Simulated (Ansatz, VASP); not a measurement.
**AgCl in VASP and in Ansatz**

Contents of INCAR:

```
SYSTEM = AgCl
  PREC = Accurate
  ENCUT = 520
  EDIFF = 1E-6
  ISMEAR = 0
  SIGMA = 0.05
  LREAL = .False.
  LASPH = .True.
  NELM = 80
  ALGO = Normal
  ISIF = 2
  LWAVE = .False.
  LCHARG = .False.
  GGA = PE
  NBANDS = 16
```

KPOINTS

```
Automatic mesh
0
Gamma
  8 8 8
  0 0 0
```

File POSCAR:

```
AgCl
1.0
    0.0000000000      2.7687027469      2.8060228508
    2.7687027469      0.0000000000      2.8060228508
    2.7687027469      2.7687027469      0.0000000000
Ag Cl
1 1
Direct
    0.4625801134      0.5374198866      0.5374198866
    0.1138622231     -0.1138622231     -0.1138622231
```

Input for Ansatz:

```yaml
crystal:
  lattice:
    - [0.0, 2.7687027469, 2.8060228508]
    - [2.7687027469, 0.0, 2.8060228508]
    - [2.7687027469, 2.7687027469, 0.0]
  atoms:
    - { symbol: Ag, position: [0.4625801134, 0.5374198866, 0.5374198866] }
    - { symbol: Cl, position: [0.1138622231, -0.1138622231, -0.1138622231] }
basis:
  ecutwfc: 420
kpoints:
  mp_grid: { grid: [8, 8, 8] }
hamiltonian:
  xc: pbe
scf:
  occupations: { method: gaussian, width: 0.05 }
output:
  forces: true
  stress: true
  eigenvalues: true
  write_density: true
  write_potential: true
  elf: true
  volumetric_format: npy
```

Change from the starting cell: mode 4 frozen in at -0.639 Å, equal normal strain along x and y -0.0133.

Alike in both runs: task single point; functional PBE; k mesh 8 × 8 × 8; occupations gaussian, width 0.05 eV; no spin polarisation.

```csv
,VASP,Ansatz
version,VASP 6.6.1,Ansatz 0.2.0
potentials or method,"VASP PAW PBE potentials, release 64 (Ag, Cl), cutoff 520 eV","scalar-relativistic, plane waves, PAW"
valence electrons in the cell,18,26
```

Ansatz gave:

| Property | Result |
| --- | --- |
| gap on the k mesh at the Fermi level (eV) | 1.37 |
| least direct gap on the mesh (eV) | 1.80 |
| pressure (GPa) | 25.9 |
| traceless stress, the component that is largest in VASP (GPa) | 48.28 |
| rms of the force components (eV/Å) | 5.671 |

Q: Estimate VASP's values.

A: gap on the k mesh at the Fermi level (eV): 1.37; least direct gap on the mesh (eV): 1.81; pressure (GPa): 25.6; traceless stress, the component that is largest in VASP (GPa): 47.70; rms of the force components (eV/Å): 5.598.

Atom by atom the forces differ by 0.073 eV/Å (rms over components). The functional is the same, so the differences come from potentials, cutoffs and numerics. VASP's potentials hold 18 valence electrons a cell and Ansatz's 26, so a difference there can come from the potentials and not from the codes.
